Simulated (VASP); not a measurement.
Wanted: the native input for a VASP 6.6.1 run.

| Quantity | Value |
| --- | --- |
| Task | single point |
| Functional | PBE |
| Potentials or basis | VASP PAW PBE potentials, release 64 (Si, W_sv) |
| Cutoff | 520 eV |
| k mesh | 18 × 18 × 18 |
| Occupations | gaussian, width 0.15 eV |
| Spin | no spin polarisation |
| Dipole correction | no |
| Further INCAR settings | ALGO = Normal; EDIFF = 1e-07; NBANDS = 18 |

The structure of Si2W lies in POSCAR:

```
Si2W
1.0
   -1.4990774671      1.4990774671      4.3810538977
    1.4990774671     -1.4990774671      4.3810538977
    1.4990774671      1.4990774671     -4.3810538977
Si W
2 1
Direct
    0.3345726944      0.3345726944      0.0000000000
    0.6654273056      0.6654273056      0.0000000000
    0.0000000000      0.0000000000      0.0000000000
```

The input as run:

INCAR

```
PREC = Accurate ; ENCUT = 520
EDIFF = 1E-7 ; ISMEAR = 0
SIGMA = 0.15 ; LREAL = F
LASPH = T ; NELM = 80
ALGO = Normal ; ISIF = 2
LWAVE = F ; LCHARG = T
GGA = PE ; LELF = T
LVHAR = T ; NBANDS = 18
```

KPOINTS

```
regular mesh
0
Gamma
  18 18 18
```

Potentials or basis: VASP PAW PBE potentials, release 64 (Si, W_sv).

Launch:

```bash
$ cat potpaw_PBE.64/Si/POTCAR potpaw_PBE.64/W_sv/POTCAR > POTCAR
$ mpirun -np 1 vasp_std > vasp.out
```

It gave:

```json
{
 "Pressure": "13.1 GPa",
 "Largest force": "0.014 eV/Å",
 "Band gap on the k mesh": "zero (bands 11 and 12 overlap by 2.57 eV)"
}
```

Caveat: the cell stands under pressure; spin-orbit coupling is left out, which moves the levels of the heavy elements.

Run time: 3.1 min on 1 thread of Intel(R) Xeon(R) 6975P-C (Granite Rapids) (shared host), peak memory 0.45 GiB.
